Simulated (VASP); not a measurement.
A run of VASP 6.6.1 is set up as follows.

File POSCAR:

```
Te
1.0
    4.0606456864      0.0000000000      0.0000000000
   -2.0303228432      3.5166223202      0.0000000000
    0.0000000000      0.0000000000      4.3875661758
Te
2
Direct
    0.3333333333      0.6666666667      0.2500000000
    0.6666666667      0.3333333333      0.7500000000
```

The input INCAR.step1:

```
PREC = Accurate ; ENCUT = 520
ISMEAR = -1 ; SIGMA = 0.1
LREAL = False ; LASPH = True
NELM = 60 ; NBANDS = 13
GGA = PE ; ALGO = Normal
EDIFF = 1E-4 ; LWAVE = True
LCHARG = False
```

INCAR.step2

```
PREC = Accurate ; ENCUT = 520
EDIFF = 1E-6 ; ISMEAR = -1
SIGMA = 0.1 ; LREAL = False
LASPH = True ; NELM = 60
ALGO = Normal ; ISIF = 2
LWAVE = False ; LCHARG = False
METAGGA = R2SCAN ; LMIXTAU = True
NBANDS = 13 ; ISTART = 1
```

File KPOINTS:

```
Automatic mesh
0
Gamma
  15 15 12
```

Potentials or basis: VASP PAW PBE potentials, release 64 (Te).

Launch:

```console
$ cat potpaw_PBE.64/Te/POTCAR > POTCAR
$ cp INCAR.step1 INCAR
$ mpirun -np 1 vasp_std > vasp.out
$ cp INCAR.step2 INCAR
$ mpirun -np 1 vasp_std > vasp.out
```

What does it give for the band gap on the k mesh?

Zero (band 6 reaches 7.58 eV, above the bottom of band 7 at 5.28 eV).

Predict the pressure.

-0.1 GPa.

Stress tensor (GPa, compression positive):
```
 0.13  0.00  0.00
 0.00  0.13  0.00
 0.00  0.00 -0.52
```

Caveat: the PAW data sets were made with another functional, which shifts forces and pressure a little; spin-orbit coupling is left out, which moves the levels of the heavy elements.
